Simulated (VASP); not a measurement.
# Si2Mo (I4/mmm) in VASP: settings compared, part 2 of 2

VASP 6.6.1. Earlier steps stand in the parts before.

### Step 3. Relaxation of cell and atoms, PBE, target pressure 20 GPa, at which the enthalpy is minimised

This run uses another cell than the first one, of 12.49 Å³/atom, 1.062 times its volume.

INCAR

```
ALGO     = Normal         # electronic algorithm
EDIFF    = 1E-6           # SCF threshold, eV
EDIFFG   = -0.008         # ionic threshold
ENCUT    = 600            # plane-wave cutoff, eV
GGA      = PE             # functional
IBRION   = 2              # ionic algorithm
ISIF     = 3              # what is computed and relaxed
ISMEAR   = 0              # smearing method
LASPH    = True           # aspherical terms in the spheres
LCHARG   = False          # write CHGCAR
LREAL    = False          # projectors in reciprocal space
LWAVE    = False          # write WAVECAR
NELM     = 80             # most SCF steps
NSW      = 70             # ionic steps
PREC     = Accurate       # precision mode
PSTRESS  = 200.0        
SIGMA    = 0.1            # smearing width, eV
```

KPOINTS

```
k-points
0
Gamma
  18 18 18
```

POSCAR

```
Si2Mo
1.0
   -1.5627060476      1.5627060476      3.8367776660
    1.5627060476     -1.5627060476      3.8367776660
    1.5627060476      1.5627060476     -3.8367776660
Si Mo
2 1
Direct
    0.3344590008      0.3344590008      0.0000000000
    0.6655409992      0.6655409992      0.0000000000
    0.0000000000      0.0000000000      0.0000000000
```

Potentials or basis: VASP PAW PBE potentials, release 64 (Si, Mo_sv).

Launch:

```sh
$ cat potpaw_PBE.64/Si/POTCAR potpaw_PBE.64/Mo_sv/POTCAR > POTCAR
$ mpirun -np 1 vasp_std > vasp.out
```

OUTCAR:

```text
EDIFF = 1E-6
   EDIFFG = -0.008
   ENCUT = 600
   GGA = PE
   IBRION = 2
   ISIF = 3
   ISMEAR = 0
   LASPH = True
   LREAL = False
   NELM = 80
   NSW = 70
   PREC = Accurate
   PSTRESS = 200.0

 ion  position               nearest neighbor table
   1  0.334  0.334  0.000-   2 2.54   3 2.55   3 2.55   3 2.55   3 2.55   2 2.56   2 2.56   2 2.56
                             2 2.56   3 2.57
   2  0.666  0.666  0.000-   1 2.54   3 2.55   3 2.55   3 2.55   3 2.55   1 2.56   1 2.56   1 2.56
                             1 2.56   3 2.57
   3  0.000  0.000  0.000-   2 2.55   2 2.55   2 2.55   1 2.55   2 2.55   1 2.55   1 2.55   1 2.55
                             1 2.57   2 2.57

  LATTYP: Found a body centered tetragonal cell.
 ALAT       =     3.1254120952
 C/A-ratio  =     2.4552139360

  Lattice vectors:

 A1 = (  -1.5627060476,   1.5627060476,   3.8367776660)
 A2 = (   1.5627060476,  -1.5627060476,   3.8367776660)
 A3 = (   1.5627060476,   1.5627060476,  -3.8367776660)

Analysis of symmetry for initial positions (statically):
=====================================================================
 Subroutine PRICEL returns:
 Original cell was already a primitive cell.

 Routine SETGRP: Setting up the symmetry group for a
 body centered tetragonal supercell.

 Subroutine GETGRP returns: Found 16 space group operations
 (whereof 16 operations were pure point group operations)
 out of a pool of 16 trial point group operations.

The static configuration has the point symmetry D_4h.

Analysis of symmetry for dynamics (positions and initial velocities):
=====================================================================
 Subroutine PRICEL returns:
 Original cell was already a primitive cell.

 Routine SETGRP: Setting up the symmetry group for a
 body centered tetragonal supercell.

 Subroutine GETGRP returns: Found 16 space group operations
 (whereof 16 operations were pure point group operations)
 out of a pool of 16 trial point group operations.

[... 134 lines left out ...]
 non-spin polarized calculation
 Gauss-broadening in eV      SIGMA  =   0.10
  energy-cutoff  :      600.00
  volume of cell :       37.48
 maximum number of plane-waves:      1272
   NGX = 17   NGY = 17   NGZ = 17

--------------------------------------- Ionic step        1  -------------------------------------------

 number of electron      22.0000000 magnetization

 Free energy of the ion-electron system (eV)
  ---------------------------------------------------
  ext. energy  EPLUGINS =         0.00000000
  ---------------------------------------------------
  free energy    TOTEN  =       -23.06433665 eV

  energy without entropy =      -23.06316776  energy(sigma->0) =      -23.06375220

------------------------ aborting loop because EDIFF is reached ----------------------------------------

  FORCE on cell =-STRESS in cart. coord.  units (eV):
  Direction    XX          YY          ZZ          XY          YZ          ZX
  --------------------------------------------------------------------------------------
  -------------------------------------------------------------------------------------
  Total        4.7617963      4.7617963      5.0617364      0.0000000      0.0000000      0.0000000
  in kB      203.5636311    203.5636311    216.3858695      0.0000000      0.0000000      0.0000000
  external PRESSURE =       7.8377106 kB  Pullay stress =     200.0000000 kB
[... 182 lines left out ...]
--------------------------------------- Ionic step        6  -------------------------------------------

 number of electron      22.0000000 magnetization

 Free energy of the ion-electron system (eV)
  ---------------------------------------------------
  ext. energy  EPLUGINS =         0.00000000
  ---------------------------------------------------
  free energy    TOTEN  =       -23.07537160 eV

  energy without entropy =      -23.07424368  energy(sigma->0) =      -23.07480764

 E-fermi :  13.3305     XC(G=0): -12.7591

 val. band max:       13.3076213110   @ k =  -0.4444  -0.4444   0.2778
 cond. band min:      13.3472741738   @ k =  -0.3889   0.5000   0.3333
 fundamental gap:      0.0396528627
 Fermi energy:        13.3304698883

 k-point     1 :       0.0000    0.0000    0.0000
  band No.  band energies     occupation
      1     -47.3106      2.00000
      2     -21.5234      2.00000
      3     -21.3901      2.00000
      4     -21.3901      2.00000
      5      -0.6595      2.00000
      6       6.5169      2.00000
      7       9.9485      2.00000
      8       9.9532      2.00000
      9      10.5073      2.00000
     10      10.5073      2.00000
     11      13.7707      0.00000
     12      16.2210      0.00000
     13      16.9083      0.00000
     14      17.1501      0.00000
[... 401 lines left out ...]
      2     -21.5302      2.00000
      3     -21.5100      2.00000
      4     -21.3868      2.00000
      5       0.2611      2.00000
      6       6.6875      2.00000
      7       7.9591      2.00000
      8       9.8736      2.00000
      9      10.5248      2.00000
     10      11.3908      2.00000
     11      11.9554      2.00000
     12      15.4266      0.00000
     13      15.8829      0.00000
     14      17.6045      0.00000
     15      17.9952      0.00000

 [... further k-points ...]
[... 5 lines left out ...]
  --------------------------------------------------------------------------------------
  -------------------------------------------------------------------------------------
  Total        4.6868853      4.6868853      4.6960409      0.0000000     -0.0000000     -0.0000000
  in kB      199.9277352    199.9277352    200.3182867      0.0000000     -0.0000000     -0.0000000
  external PRESSURE =       0.0579190 kB  Pullay stress =     200.0000000 kB
[... 22 lines left out ...]
  energy  without entropy=      -23.0742436798  energy(sigma->0) =      -23.07480764

  enthalpy is  TOTEN    =       -18.3867922174 eV   P V=        4.6885793843

 reached required accuracy - stopping structural energy minimisation
```

CONTCAR:

```text
Si2Mo
   1.00000000000000
    -1.5625161822843039    1.5625161822843039    3.8460313624079996
     1.5625161822843039   -1.5625161822843039    3.8460313624079996
     1.5625161822843039    1.5625161822843039   -3.8460313624079996
  Si              Mo
     2     1
Direct
     0.3338897296529784    0.3338897296529784    1.0000000000000000
     0.6661102703470217    0.6661102703470217    0.0000000000000000
     1.0000000000000000    1.0000000000000000    0.0000000000000000

  0.00000000E+00  0.00000000E+00  0.00000000E+00
  0.00000000E+00  0.00000000E+00  0.00000000E+00
  0.00000000E+00  0.00000000E+00  0.00000000E+00
```

Wall time 49 min (1 thread of AMD EPYC 7R43 (Zen 3), shared host); peak memory 0.42 GiB.

What came out:

```yaml
Free_energy: -23.0754 eV
Relaxed_volume: 12.52 Å³/atom
Relaxed_cell: a = 4.436 Å, b = 4.436 Å, c = 4.436 Å, α = 138.75°, β = 138.75°, γ = 59.76°
Space_group_after_relaxing_to_0.05_Å: I4/mmm (No. 139)
Energy_change_on_relaxing_the_enthalpy_is_what_falls: -3.7 meV/atom
Ionic_steps: 6
Pressure_after_relaxing: 20.0 GPa
Largest_force_after_relaxing: 0.003 eV/Å
Band_gap_on_the_k_mesh: zero (band 11 reaches 13.88 eV, above the bottom of band 12 at 12.86 eV)
```

Forces in eV/Å, atoms in the order of the input:
```
Si   0.000  0.000  0.003
Si   0.000  0.000 -0.003
Mo   0.000  0.000  0.000
```

Step by step:
```csv
step,energy change (eV),largest force (eV/Å),pressure (GPa),volume (Å³)
1,0.0000,0.1027,20.78,37.48
2,-0.0406,0.0302,18.02,37.81
3,-0.0171,0.0486,19.67,37.61
4,-0.0075,0.0086,20.18,37.53
5,-0.0106,0.0094,20.02,37.56
6,-0.0110,0.0032,20.01,37.56
```

Final structure:
```
CELL_PARAMETERS angstrom
-1.56252 1.56252 3.84603
1.56252 -1.56252 3.84603
1.56252 1.56252 -3.84603
ATOMIC_POSITIONS crystal
Si 0.33389 0.33389 0.00000
Si 0.66611 0.66611 0.00000
Mo 0.00000 0.00000 0.00000
```

Caveat: the cell is relaxed towards a set pressure, so the enthalpy falls and the energy may rise.

### Step 4. Single point, PBE

This run uses another cell than the first one, of 13.58 Å³/atom, 1.154 times its volume.

INCAR

```
SYSTEM = Si2Mo
ALGO = Normal ; EDIFF = 1E-6
ENCUT = 520 ; GGA = PE
ISIF = 2 ; ISMEAR = 0
LASPH = .True. ; LCHARG = .True.
LELF = .True. ; LREAL = .False.
LVHAR = .True. ; LWAVE = .False.
NBANDS = 18 ; NELM = 80
PREC = Accurate ; SIGMA = 0.1
```

KPOINTS

```
k-points
0
Gamma
  18 18 18
  0 0 0
```

POSCAR

```
Si2Mo
1.0
   -1.6084236828      1.6084236828      3.9365100029
    1.6084236828     -1.6084236828      3.9365100029
    1.6084236828      1.6084236828     -3.9365100029
Si Mo
2 1
Direct
    0.3350991394      0.3350991394      0.0000000000
    0.6649008606      0.6649008606      0.0000000000
    0.0000000000      0.0000000000      0.0000000000
```

Launch:

```sh
$ cat potpaw_PBE.64/Si/POTCAR potpaw_PBE.64/Mo_sv/POTCAR > POTCAR
$ mpirun -np 1 vasp_std > vasp.out
```

Run time: 3 min. Hardware: 1 thread of Intel Xeon 6975P-C (Granite Rapids), shared host; peak memory 0.46 GiB.

Results (log left out):

```
Free energy            : -23.2623 eV
Pressure               : 0.2 GPa
Largest force          : 0.004 eV/Å
Band gap on the k mesh : zero (band 11 reaches 12.53 eV, above the bottom of band 12 at 11.59 eV)
```

Forces in eV/Å, atoms in the order of the input:
```
Si   0.000  0.000 -0.004
Si   0.000  0.000  0.004
Mo   0.000  0.000  0.000
```

Levels at points of the mesh, in eV from the Fermi level:
```tsv
k point	band 7	band 8	band 9	band 10	band 11	band 12	band 13	band 14	band 15	band 16
(0.00, 0.00, 0.00)	-3.42	-2.99	-2.58	-2.58	0.36	3.07	3.25	3.47	3.47	4.03
(0.50, 0.00, 0.00)	-4.89	-4.45	-2.54	-2.52	-0.49	2.21	3.07	3.97	4.17	5.47
(0.50, 0.50, 0.00)	-5.58	-5.20	-4.39	-3.00	-1.21	2.26	2.67	3.10	3.31	4.76
(0.50, 0.50, 0.50)	-3.46	-2.15	-0.57	-0.57	-0.48	-0.48	0.49	4.69	4.99	6.03
```

### Step 5. Single point, PBEsol

This run uses another cell than the first one, of 13.58 Å³/atom, 1.154 times its volume.

INCAR

```
PREC = Accurate
ENCUT = 520
EDIFF = 1E-7
ISMEAR = 0
SIGMA = 0.1
LREAL = F
LASPH = T
NELM = 100
ALGO = Normal
ISIF = 2
LWAVE = F
LCHARG = F
GGA = PS
NBANDS = 18
```

KPOINTS

```
regular mesh
0
Gamma
  18 18 18
```

POSCAR is that of step 4.

Launch:

```sh
$ cat potpaw_PBE.64/Si/POTCAR potpaw_PBE.64/Mo_sv/POTCAR > POTCAR
$ mpirun -np 1 vasp_std > vasp.out
```

Run time: 3.3 min. Hardware: 1 thread of Intel Xeon 6975P-C (Granite Rapids), shared host; peak memory 0.46 GiB.

Results (log left out):

| Property | Result |
| --- | --- |
| Free energy | -25.0677 eV |
| Pressure | -4.5 GPa |
| Largest force | 0.043 eV/Å |
| Band gap on the k mesh | zero (band 11 reaches 12.45 eV, above the bottom of band 12 at 11.51 eV) |

Forces on the atoms (eV/Å):
```
Si   0.000  0.000  0.043
Si   0.000  0.000 -0.043
Mo   0.000  0.000  0.000
```

Levels at points of the mesh, in eV from the Fermi level:
```csv
k point,band 9,band 10,band 11,band 12,band 13,band 14
"(0.00, 0.00, 0.00)",-2.58,-2.58,0.37,3.09,3.22,3.48
"(0.50, 0.00, 0.00)",-2.54,-2.54,-0.49,2.20,3.09,3.98
"(0.50, 0.50, 0.00)",-4.39,-3.00,-1.22,2.25,2.67,3.11
"(0.50, 0.50, 0.50)",-0.57,-0.57,-0.47,-0.47,0.50,4.70
```

Caveat: the PAW data sets were made with another functional, which shifts forces and pressure a little.

### Step 6. Summary

| task | level | cell | k mesh | cutoff (eV) | gap on the mesh (eV) | pressure (GPa) | largest force (eV/Å) |
| --- | --- | --- | --- | --- | --- | --- | --- |
| single point | PBE | a = 4.354 Å, angles 138.9, 138.9, 59.5°, 3 atoms | 20 × 20 × 20 | 520 | none | 40.2 | 0.01 |
| relaxation of cell and atoms | PBE | relaxed to 20 GPa from a = 4.428 Å, angles 138.7, 138.7, 59.9°, 3 atoms | 18 × 18 × 18 | 600 | none | 20.0 | - |
| single point | PBE | a = 4.546 Å, angles 138.6, 138.6, 60.0°, 3 atoms | 18 × 18 × 18 | 520 | none | 0.2 | - |
| single point | PBEsol | a = 4.546 Å, angles 138.6, 138.6, 60.0°, 3 atoms | 18 × 18 × 18 | 520 | none | -4.5 | 0.04 |

Alike in all rows: potentials or basis VASP PAW PBE potentials, release 64 (Si, Mo_sv); no spin polarisation; smearing gaussian 0.1 eV.

Caveats: the cell is relaxed towards a set pressure, so the enthalpy falls and the energy may rise (some runs); the PAW data sets were made with another functional, which shifts forces and pressure a little (some runs).

Total energies depend on the potentials used, so only differences within one code and one set of settings carry meaning.
